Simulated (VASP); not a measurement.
## Sn: electric field gradients with PBE

The system is Sn.

```xyz
2
Lattice="0.0000 3.2128 3.2128 3.2128 0.0000 3.2128 3.2128 3.2128 0.0000" Properties=species:S:1:pos:R:3 pbc="T T T"
Sn    3.2128    3.2128    3.2128
Sn    4.8192    4.8192    4.8192
```

This cell differs from its parent crystal: volume scaled by 0.97.

```json
{"Program": "VASP 6.6.1", "Task": "electric field gradients", "Functional": "PBE", "Potentials or basis": "VASP PAW PBE potentials, release 64 (Sn_d)", "Cutoff": "520 eV", "k mesh": "9 × 9 × 9", "Occupations": "fermi-dirac, width 0.03 eV", "Spin": "no spin polarisation", "Dipole correction": "no", "Further INCAR settings": "ALGO = Normal; EDIFF = 1e-08; NBANDS = 21"}
```

| Item | Value |
| --- | --- |
| Pressure | 4.8 GPa |
| Band gap on the k mesh | zero (band 14 reaches 6.05 eV, above the bottom of band 15 at 6.04 eV) |

Levels at points of the mesh, in eV from the Fermi level:
```tsv
k point	band 12	band 13	band 14	band 15	band 16	band 17
(0.00, 0.00, 0.00)	-0.46	0.05	0.05	0.05	2.13	2.13
```

It took 53 s on 1 thread of Intel(R) Xeon(R) Platinum 8259CL CPU @ 2.50GHz (Skylake/Cascade Lake), on a shared host, peak memory 0.21 GiB.

Caveat: without QUAD_EFG the Cq values of the log hold for a quadrupole moment of 1 mb, not for the nuclei; spin-orbit coupling is left out, which moves the levels of the heavy elements.
